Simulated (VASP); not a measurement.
The system is S.

```
S
1.0
     2.73000    0.00000    0.00000
     0.00000    2.73000    0.00000
     0.00000    0.00000    2.73000
S
1
Cartesian
  0.0000 0.0000 0.0000
```

| Property | Result |
| --- | --- |
| Program | VASP 6.6.1 |
| Task | relaxation of cell and atoms |
| Functional | PBE |
| Potentials or basis | VASP PAW PBE potentials, release 64 (S) |
| Cutoff | 600 eV |
| k mesh | 15 × 15 × 15 |
| Occupations | gaussian, width 0.05 eV |
| Spin | no spin polarisation |

At the start: pressure -10.0 GPa; volume 20.35 Å³/atom.

Q: Where does the relaxation end?

A: Over 3 steps the energy falls by 115.3 meV/atom and the volume is 17.13 Å³/atom (-15.8 %); space group Pm-3m (No. 221, to 0.05 Å).

Step by step:
```
step  energy change (eV)  largest force (eV/Å)  pressure (GPa)  volume (Å³)
   1              0.0000                0.0000           -9.96        20.35
   2             -0.1139                0.0000            1.45        16.84
   3             -0.1153                0.0000            0.05        17.13
```

Final structure:
```yaml
crystal:
  lattice:
    - [2.57767, 0.00000, 0.00000]
    - [0.00000, 2.57767, 0.00000]
    - [0.00000, 0.00000, 2.57767]
  atoms:
    - { symbol: S, position: [0.00000, 0.00000, 0.00000] }
```

Caveat: the volume moved by over 15 % at a fixed basis, so the end points are rough.
